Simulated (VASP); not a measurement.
# Sn4HO8 (a cell with a defect) in VASP: further runs, part 2 of 2

VASP 6.6.1.

## Step 3: Single point, PBE

INCAR

```
  PREC = Accurate
  ENCUT = 520
  EDIFF = 1E-6
  ISMEAR = 0
  SIGMA = 0.02
  LREAL = False
  LASPH = True
  NELM = 100
  ALGO = Normal
  ISIF = 2
  LWAVE = False
  LCHARG = False
  GGA = PE
  NELECT = 106.0
  NBANDS = 64
```

KPOINTS

```
Automatic mesh
0
Gamma
  3 3 3
```

POSCAR

```
Sn4HO8
1.0
    0.0000000000      4.8271903452     -3.2381522545
    0.0000000000     -4.8271903452     -3.2381522545
   -4.8271903452      0.0000000000      3.2381522545
Sn O H
4 8 1
Direct
    0.2490539490      0.7535565324      0.5141177005
    0.7478503637      0.2523745633      0.5141282656
    0.0070570609     -0.0089646815      0.0107946852
    0.4666535294      0.5157742359     -0.0048763356
    0.5781763102      0.7650090090      0.8059066914
    0.0281927910      0.2150820445      0.8059593100
    0.9330625533      0.7282318072      0.1834713232
    0.4425362896      0.2377194232      0.1834791953
    0.4759830515      0.2009671716      0.6896701315
   -0.0468706815      0.6850820172      0.6508985093
    0.5365157834      0.8213106437      0.3705155322
    0.0134236546      0.3038139023      0.3299571565
    0.2572402711      0.6742503445     -0.0558573374
```

Potentials or basis: VASP PAW PBE potentials, release 64 (Sn_d, O, H).

Started as:

```
> cat potpaw_PBE.64/Sn_d/POTCAR potpaw_PBE.64/O/POTCAR potpaw_PBE.64/H/POTCAR > POTCAR
> mpirun -np 1 vasp_std > vasp.out
```

OUTCAR:

```text
PREC = Accurate
   ENCUT = 520
   EDIFF = 1E-6
   ISMEAR = 0
   LREAL = False
   LASPH = True
   NELM = 100
   ISIF = 2
   GGA = PE
   NELECT = 106.0

 ion  position               nearest neighbor table
   1  0.249  0.754  0.514-  11 2.05  10 2.07   5 2.09   9 2.11  12 2.12   7 2.13   2 3.23   2 3.25
                             4 3.59   4 3.70   3 3.71   3 3.72
   2  0.748  0.252  0.514-  11 2.05  10 2.07   6 2.09   9 2.11  12 2.12   8 2.13   1 3.23   1 3.25
                             4 3.59   4 3.70   3 3.71   3 3.72
   3  0.007  0.991  0.011-   5 2.02   6 2.02   8 2.06   7 2.06  10 2.12  12 2.14   4 3.25   4 3.25
                             2 3.71   1 3.71   2 3.72   1 3.72
   4  0.467  0.516  0.995-  13 1.79   5 2.11   6 2.11  11 2.14   9 2.15   8 2.20   7 2.20   3 3.25
                             3 3.25   1 3.59   2 3.59   1 3.70   2 3.70
   5  0.578  0.765  0.806-   3 2.02   1 2.09   4 2.11
   6  0.028  0.215  0.806-   3 2.02   2 2.09   4 2.11
   7  0.933  0.728  0.183-   3 2.06   1 2.13   4 2.20
   8  0.443  0.238  0.183-   3 2.06   2 2.13   4 2.20
   9  0.476  0.201  0.690-   2 2.11   1 2.11   4 2.15
[... 1147 lines left out ...]

  FORCE on cell =-STRESS in cart. coord.  units (eV):
  Direction    XX          YY          ZZ          XY          YZ          ZX
  --------------------------------------------------------------------------------------
  -------------------------------------------------------------------------------------
  Total       20.7575608     14.4371355     22.4872442      0.3406978     -0.0008793     -0.0009008
  in kB      220.3792963    153.2764751    238.7430340      3.6171277     -0.0093351     -0.0095634
  external PRESSURE =     204.1329352 kB  Pullay stress =       0.0000000 kB

 VOLUME and BASIS-vectors are now :
 -----------------------------------------------------------------------------
  energy-cutoff  :      520.00
  volume of cell :      150.91
      direct lattice vectors                 reciprocal lattice vectors
     0.000000000  4.827190345 -3.238152255    -0.103579922  0.103579922 -0.154409046
     0.000000000 -4.827190345 -3.238152255    -0.103579922 -0.103579922 -0.154409046
    -4.827190345  0.000000000  3.238152255    -0.207159844  0.000000000  0.000000000

 POSITION                                       TOTAL-FORCE (eV/Angst)
 -----------------------------------------------------------------------------------
     -2.48174     -2.43533     -1.58181        -0.044552     -0.009140      0.012902
     -2.48179      2.39176     -1.57406        -0.044665     -0.009155     -0.013035
     -0.05211     -4.74985     -3.19702        -0.051124     -0.044214     -0.000134
     -4.80365     -0.23712      0.04111         0.014341      0.015888      0.000094
     -3.89026     -0.90188     -1.73979         0.030011      0.002138     -0.021390
     -3.89052     -0.90215      1.82206         0.030289      0.002130      0.021280
     -0.88565      0.98876     -4.78542        -0.011657      0.019980      0.010763
     -0.88569      0.98869     -1.60864        -0.011763      0.020036     -0.010698
     -3.32917      1.32755      0.04119        -0.042527     -0.041662     -0.000050
     -3.14201      1.29392     -3.19707        -0.051300     -0.026607      0.000115
     -1.78855     -1.37476     -3.19706         0.062242     -0.039389      0.000103
     -1.59277     -1.40177      0.04119        -0.011231     -0.007798     -0.000048
     -4.55756     -2.01299      0.04097         0.131935      0.117791      0.000098
 -----------------------------------------------------------------------------------
    total drift:                                0.000700     -0.000324     -0.000679

  FREE ENERGIE OF THE ION-ELECTRON SYSTEM (eV)
  ---------------------------------------------------
  free  energy   TOTEN  =       -66.8266491919 eV

  energy  without entropy=      -66.8266491919  energy(sigma->0) =      -66.82664919
```

OSZICAR:

```text
N       E                     dE             d eps       ncg     rms          rms(c)
DAV:   1     0.165083109440E+04    0.16508E+04   -0.48970E+04  2080   0.259E+03
DAV:   2     0.275764210030E+03   -0.13751E+04   -0.13088E+04  1904   0.817E+02
DAV:   3    -0.507868796617E+02   -0.32655E+03   -0.31893E+03  1928   0.285E+02
DAV:   4    -0.798893721605E+02   -0.29102E+02   -0.28744E+02  2232   0.932E+01
DAV:   5    -0.807424126882E+02   -0.85304E+00   -0.85056E+00  2072   0.168E+01    0.230E+01
DAV:   6    -0.667034664264E+02    0.14039E+02   -0.51008E+01  2912   0.749E+01    0.829E+00
DAV:   7    -0.669100488755E+02   -0.20658E+00   -0.62793E+00  2016   0.105E+01    0.474E+00
DAV:   8    -0.668553113382E+02    0.54738E-01   -0.86687E-01  2536   0.563E+00    0.132E+00
DAV:   9    -0.668251365469E+02    0.30175E-01   -0.22920E-01  2648   0.412E+00    0.500E-01
DAV:  10    -0.668260537894E+02   -0.91724E-03   -0.23467E-02  2320   0.112E+00    0.177E-01
DAV:  11    -0.668265300503E+02   -0.47626E-03   -0.29576E-03  2360   0.283E-01    0.700E-02
DAV:  12    -0.668266170726E+02   -0.87022E-04   -0.21009E-04  2400   0.106E-01    0.285E-02
DAV:  13    -0.668266457330E+02   -0.28660E-04   -0.79094E-05  2376   0.588E-02    0.789E-03
DAV:  14    -0.668266484190E+02   -0.26859E-05   -0.16956E-05  2560   0.258E-02    0.572E-03
DAV:  15    -0.668266491919E+02   -0.77294E-06   -0.17428E-06  1376   0.149E-02
   1 F= -.66826649E+02 E0= -.66826649E+02  d E =-.157068E-10
```

stdout:

```text
POSCAR found type information on POSCAR SnO H
 POSCAR found :  3 types and      13 ions
 scaLAPACK will be used
 LDA part: xc-table for (Slater+PW92), standard interpolation
 POSCAR, INCAR and KPOINTS ok, starting setup
 FFT: planning ... GRIDC
 FFT: planning ... GRID_SOFT
 FFT: planning ... GRID
 WAVECAR not read
 entering main loop
 the old and the new charge density differ
 old charge density:   105.00000 new  106.00000
    0.230E+01
```

Wall time 3 min (1 thread of Intel Xeon Platinum 8259CL at 2.50GHz (Skylake/Cascade Lake), shared host); peak memory 0.37 GiB.

What came out:

- Free energy: -66.8266 eV
- Largest force: 0.177 eV/Å

Forces on the atoms (eV/Å):
```
Sn  -0.045 -0.009  0.013
Sn  -0.045 -0.009 -0.013
Sn  -0.051 -0.044  0.000
Sn   0.014  0.016  0.000
O    0.030  0.002 -0.021
O    0.030  0.002  0.021
O   -0.012  0.020  0.011
O   -0.012  0.020 -0.011
O   -0.043 -0.042  0.000
O   -0.051 -0.027  0.000
O    0.062 -0.039  0.000
O   -0.011 -0.008  0.000
H    0.132  0.118  0.000
```

Caveat: the k points lie up to 0.45 Å⁻¹ apart; the cell carries a net charge on a neutralising background, which shifts energy and pressure; the cell is charged against a uniform background, so pressure and absolute levels hang on convention; spin-orbit coupling is left out, which moves the levels of the heavy elements.

## Step 4: Single point, PBE

INCAR

```
SYSTEM = Sn4HO8
  PREC = Accurate
  ENCUT = 520
  EDIFF = 1E-6
  ISMEAR = 0
  SIGMA = 0.02
  LREAL = .False.
  LASPH = .True.
  NELM = 60
  ALGO = Normal
  ISIF = 2
  LWAVE = .False.
  LCHARG = .False.
  GGA = PE
  NBANDS = 64
  NELECT = 106.0
```

KPOINTS

```
Automatic mesh
0
Gamma
  3 3 3
  0 0 0
```

POSCAR

```
Sn4HO8
1.0
    0.0000000000      4.8271903452     -3.2381522545
    0.0000000000     -4.8271903452     -3.2381522545
   -4.8271903452      0.0000000000      3.2381522545
Sn O H
4 8 1
Direct
    0.2499576663      0.7526826112      0.5218321259
    0.7500422846      0.2529920694      0.5219692657
    0.0087243169     -0.0059251986      0.0218874733
    0.4665650635      0.5077300033     -0.0066365728
    0.5829087789      0.7644023471      0.8043082461
    0.0207659325      0.2028372694      0.8048068798
    0.9318896542      0.7280570042      0.1907921449
    0.4436569957      0.2399486416      0.1908814308
    0.4769000261      0.1990539285      0.6951930129
   -0.0433971941      0.6870407517      0.6625185193
    0.5121875002      0.8192058471      0.3503242837
    0.0112920832      0.3038939693      0.3344139934
    0.2468193045      0.6393917668     -0.0950439007
```

Potentials or basis: VASP PAW PBE potentials, release 64 (Sn_d, O, H).

Started as:

```
> cat potpaw_PBE.64/Sn_d/POTCAR potpaw_PBE.64/O/POTCAR potpaw_PBE.64/H/POTCAR > POTCAR
> mpirun -np 1 vasp_std > vasp.out
```

OUTCAR:

```text
SYSTEM = Sn4HO8
   PREC = Accurate
   ENCUT = 520
   EDIFF = 1E-6
   ISMEAR = 0
   LREAL = .False.
   LASPH = .True.
   NELM = 60
   ISIF = 2
   GGA = PE
   NELECT = 106.0

 ion  position               nearest neighbor table
   1  0.250  0.753  0.522-  11 2.05  10 2.07   5 2.07   9 2.11  12 2.11   7 2.14   2 3.24   2 3.24
                             4 3.57   3 3.72   3 3.72   4 3.75
   2  0.750  0.253  0.522-  11 2.05  10 2.07   6 2.07   9 2.11  12 2.11   8 2.14   1 3.24   1 3.24
                             4 3.57   3 3.72   3 3.72   4 3.76
   3  0.009  0.994  0.022-   5 2.00   6 2.00   7 2.06   8 2.06  12 2.12  10 2.13   4 3.25   4 3.25
                             2 3.72   2 3.72   1 3.72   1 3.72
   4  0.467  0.508  0.993-  13 1.75   9 2.11   5 2.15   6 2.15  11 2.15   8 2.19   7 2.19   3 3.25
                             3 3.25   1 3.57   2 3.57   1 3.75   2 3.76
   5  0.583  0.764  0.804-   3 2.00   1 2.07   4 2.15
   6  0.021  0.203  0.805-   3 2.00   2 2.07   4 2.15
   7  0.932  0.728  0.191-   3 2.06   1 2.14   4 2.19
   8  0.444  0.240  0.191-   3 2.06   2 2.14   4 2.19
   9  0.477  0.199  0.695-   4 2.11   1 2.11   2 2.11
  10  0.957  0.687  0.663-   1 2.07   2 2.07   3 2.13
  11  0.512  0.819  0.350-   1 2.05   2 2.05   4 2.15
  12  0.011  0.304  0.334-   2 2.11   1 2.11   3 2.12
  13  0.247  0.639  0.905-   4 1.75

  LATTYP: Found a body centered tetragonal cell.
 ALAT       =     6.8266780543
 C/A-ratio  =     0.9486758358

  Lattice vectors:

 A1 = (   0.0000000000,   4.8271903452,  -3.2381522545)
 A2 = (   0.0000000000,  -4.8271903452,  -3.2381522545)
 A3 = (  -4.8271903452,   0.0000000000,   3.2381522545)

Analysis of symmetry for initial positions (statically):
=====================================================================
 Subroutine PRICEL returns:
 Original cell was already a primitive cell.

 Routine SETGRP: Setting up the symmetry group for a
 body centered tetragonal supercell.

[... 160 lines left out ...]
 non-spin polarized calculation
 Gauss-broadening in eV      SIGMA  =   0.02
  energy-cutoff  :      520.00
  volume of cell :      150.91
 maximum number of plane-waves:      4079
 NGX is ok and might be reduce to    48
   NGX = 21   NGY = 21   NGZ = 21

 number of electron     105.9999996 magnetization

 Free energy of the ion-electron system (eV)
  ---------------------------------------------------
  ext. energy  EPLUGINS =         0.00000000
  ---------------------------------------------------
  free energy    TOTEN  =       -66.85745101 eV

  energy without entropy =      -66.85745101  energy(sigma->0) =      -66.85745101

 E-fermi :   7.8842     XC(G=0): -11.2045

 val. band max:        7.8031670047   @ k =  -0.3333  -0.3333   0.3333
 cond. band min:       7.9634144271   @ k =   0.0000   0.0000   0.0000
 fundamental gap:      0.1602474224
 Fermi energy:         7.8842048352

 k-point     1 :       0.0000    0.0000    0.0000
  band No.  band energies     occupation
      1     -15.4141      2.00000
      2     -15.3219      2.00000
      3     -15.0257      2.00000
      4     -14.8822      2.00000
      5     -14.7935      2.00000
      6     -14.6852      2.00000
[... 927 lines left out ...]
     63      15.6245      0.00000
     64      15.9345      0.00000

------------------------ aborting loop because EDIFF is reached ----------------------------------------

  FORCE on cell =-STRESS in cart. coord.  units (eV):
  Direction    XX          YY          ZZ          XY          YZ          ZX
  --------------------------------------------------------------------------------------
  -------------------------------------------------------------------------------------
  Total       20.1719466     16.3655580     23.9254467      1.4428158     -0.0079186     -0.0056969
  in kB      214.1619360    173.7501912    254.0121727     15.3181163     -0.0840705     -0.0604829
  external PRESSURE =     213.9747666 kB  Pullay stress =       0.0000000 kB

 VOLUME and BASIS-vectors are now :
 -----------------------------------------------------------------------------
  energy-cutoff  :      520.00
  volume of cell :      150.91
      direct lattice vectors                 reciprocal lattice vectors
     0.000000000  4.827190345 -3.238152255    -0.103579922  0.103579922 -0.154409046
     0.000000000 -4.827190345 -3.238152255    -0.103579922 -0.103579922 -0.154409046
    -4.827190345  0.000000000  3.238152255    -0.207159844  0.000000000  0.000000000

 POSITION                                       TOTAL-FORCE (eV/Angst)
 -----------------------------------------------------------------------------------
     -2.51898     -2.42675     -1.55693        -0.013261      0.007731      0.019327
     -2.51964      2.39936     -1.55776        -0.012515      0.007641     -0.018145
     -0.10565     -4.75647     -3.17634        -0.023203      0.008991     -0.000023
     -4.79515     -0.19871      0.06175         0.001004     -0.018441     -0.000911
     -3.88255     -0.87610     -1.75833         0.014454     -0.011028      0.026836
     -3.88496     -0.87889      1.88203         0.014278     -0.008901     -0.027108
     -0.92099      0.98394     -4.75735        -0.006745      0.013620      0.028553
     -0.92142      0.98334     -1.59552        -0.006681      0.013295     -0.028248
     -3.35583      1.34122      0.06230        -0.018243     -0.021500     -0.000287
     -3.19810      1.30123     -3.17703         0.004921     -0.033428      0.000523
     -1.69108     -1.48204     -3.17685         0.032586      0.038019     -0.000318
     -1.61428     -1.41244      0.06226         0.009924      0.013400      0.000071
     -4.36840     -1.89502      0.06070         0.003482     -0.009399     -0.000269
 -----------------------------------------------------------------------------------
    total drift:                                0.000160      0.000070      0.000199

  FREE ENERGIE OF THE ION-ELECTRON SYSTEM (eV)
  ---------------------------------------------------
  free  energy   TOTEN  =       -66.8574510108 eV

  energy  without entropy=      -66.8574510107  energy(sigma->0) =      -66.85745101
```

OSZICAR:

```text
N       E                     dE             d eps       ncg     rms          rms(c)
DAV:   1     0.164765352783E+04    0.16477E+04   -0.49114E+04  2096   0.259E+03
DAV:   2     0.281809508722E+03   -0.13658E+04   -0.12992E+04  1864   0.816E+02
DAV:   3    -0.512899705732E+02   -0.33310E+03   -0.32376E+03  1968   0.285E+02
DAV:   4    -0.799883584962E+02   -0.28698E+02   -0.28377E+02  2208   0.930E+01
DAV:   5    -0.808271216715E+02   -0.83876E+00   -0.83609E+00  2080   0.166E+01    0.231E+01
DAV:   6    -0.667214937950E+02    0.14106E+02   -0.50984E+01  2912   0.747E+01    0.829E+00
DAV:   7    -0.669391833575E+02   -0.21769E+00   -0.62896E+00  2016   0.106E+01    0.475E+00
DAV:   8    -0.668852347001E+02    0.53949E-01   -0.86296E-01  2472   0.572E+00    0.131E+00
DAV:   9    -0.668552509804E+02    0.29984E-01   -0.21137E-01  2704   0.409E+00    0.459E-01
DAV:  10    -0.668568843429E+02   -0.16334E-02   -0.22059E-02  2232   0.105E+00    0.169E-01
DAV:  11    -0.668573273763E+02   -0.44303E-03   -0.23222E-03  2336   0.257E-01    0.665E-02
DAV:  12    -0.668574242823E+02   -0.96906E-04   -0.19333E-04  2424   0.969E-02    0.261E-02
DAV:  13    -0.668574480263E+02   -0.23744E-04   -0.66765E-05  2432   0.552E-02    0.712E-03
DAV:  14    -0.668574503687E+02   -0.23423E-05   -0.12228E-05  2464   0.232E-02    0.498E-03
DAV:  15    -0.668574510108E+02   -0.64211E-06   -0.12385E-06  1312   0.123E-02
   1 F= -.66857451E+02 E0= -.66857451E+02  d E =-.126355E-09
```

Run time: 3 min. Hardware: 1 thread of Intel Xeon Platinum 8259CL at 2.50GHz (Skylake/Cascade Lake), shared host; peak memory 0.37 GiB.

What came out:

```yaml
Free_energy: -66.8575 eV
Largest_force: 0.050 eV/Å
```

Forces in eV/Å, atoms in the order of the input:
```
Sn  -0.013  0.008  0.019
Sn  -0.013  0.008 -0.018
Sn  -0.023  0.009  0.000
Sn   0.001 -0.018 -0.001
O    0.014 -0.011  0.027
O    0.014 -0.009 -0.027
O   -0.007  0.014  0.029
O   -0.007  0.013 -0.028
O   -0.018 -0.021  0.000
O    0.005 -0.033  0.001
O    0.033  0.038  0.000
O    0.010  0.013  0.000
H    0.003 -0.009  0.000
```

Levels at points of the mesh, in eV from the Fermi level:
| k point | band 50 | band 51 | band 52 | band 53 | band 54 | band 55 | band 56 | band 57 |
| --- | --- | --- | --- | --- | --- | --- | --- | --- |
| (0.00, 0.00, 0.00) | -2.79 | -2.77 | -2.20 | -1.99 | 0.08 | 1.98 | 2.14 | 3.18 |

Caveat: the k points lie up to 0.45 Å⁻¹ apart; the cell carries a net charge on a neutralising background, which shifts energy and pressure; the cell is charged against a uniform background, so pressure and absolute levels hang on convention; spin-orbit coupling is left out, which moves the levels of the heavy elements.
